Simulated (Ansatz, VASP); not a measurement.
## Te4W in VASP and in Ansatz

```
CELL_PARAMETERS angstrom
4.11382 -4.93348 0.00000
4.11382 4.93348 0.00000
0.00000 0.00000 3.74865
ATOMIC_POSITIONS crystal
Te 0.73274 0.26726 0.50000
Te 0.28356 0.28356 0.00000
Te 0.71644 0.71644 0.00000
Te 0.26726 0.73274 0.50000
W 0.50000 0.50000 0.50000
```

Change from the starting cell: species swapped into the FeCl4 type (Cmmm, No. 65).

Alike in both runs: task single point; functional PBE; k mesh 4 × 4 × 4; occupations gaussian, width 0.1 eV; no spin polarisation.

```csv
,VASP,Ansatz
version,VASP 6.6.1,Ansatz 0.2.0
potentials or method,"VASP PAW PBE potentials, release 64 (Te, W_sv), cutoff 520 eV","scalar-relativistic, plane waves, PAW"
valence electrons in the cell,38,78
```

```csv
,VASP,Ansatz,Ansatz less VASP
gap on the k mesh at the Fermi level (eV),none,none,-
pressure (GPa),19.0,19.0,+0.07
"traceless stress, the component that is largest in VASP (GPa)",16.58,16.76,+0.183
rms of the force components (eV/Å),3.119,3.131,+0.0117
```

Atom by atom the forces differ by 0.015 eV/Å (rms over components). A gap of «none» marks a metal or a gap that the smearing closes. With one functional, cell and mesh, what is left measures potentials, basis and numerics. VASP's potentials hold 38 valence electrons a cell and Ansatz's 78, so a difference there can come from the potentials and not from the codes.

The k mesh is coarse, so the values compare programs but aren't converged. Spin-orbit coupling is off throughout.
